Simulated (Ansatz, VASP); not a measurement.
# One calculation of PtS2, two programs

```
Pt S
1.0
     3.82700    0.00000    0.00000
    -1.91350    3.31428    0.00000
     0.00000    0.00000    6.65910
Pt S
1 2
Direct
  0.00000 0.00000 0.00000
  0.33333 0.66667 0.16417
  0.66667 0.33333 0.83583
```

Alike in both runs: functional PBE; k mesh 9 × 9 × 4; occupations gaussian, width 0.05 eV; no spin polarisation.

Ansatz relaxed the structure, and its values are those at the end. VASP's run is a single point on that final structure, the one shown.

|  | VASP | Ansatz |
| --- | --- | --- |
| version | VASP 6.6.1 | Ansatz 0.2.0 |
| potentials or method | VASP PAW PBE potentials, release 64 (Pt, S), cutoff 520 eV | scalar-relativistic, plane waves, PAW |
| valence electrons in the cell | 22 | 30 |

```csv
,VASP,Ansatz,Ansatz less VASP
gap on the k mesh at the Fermi level (eV),1.19,1.20,+0.004
least direct gap on the mesh (eV),1.25,1.25,+0.003
pressure (GPa),-6.4,-6.2,+0.25
rms of the force components (eV/Å),0.011,0.000,-0.0109
```

With one functional, cell and mesh, what is left measures potentials, basis and numerics. VASP's potentials hold 22 valence electrons a cell and Ansatz's 30, so a difference there can come from the potentials and not from the codes. Ansatz's warnings: stress scf threshold loose.

Spin-orbit coupling is off throughout.
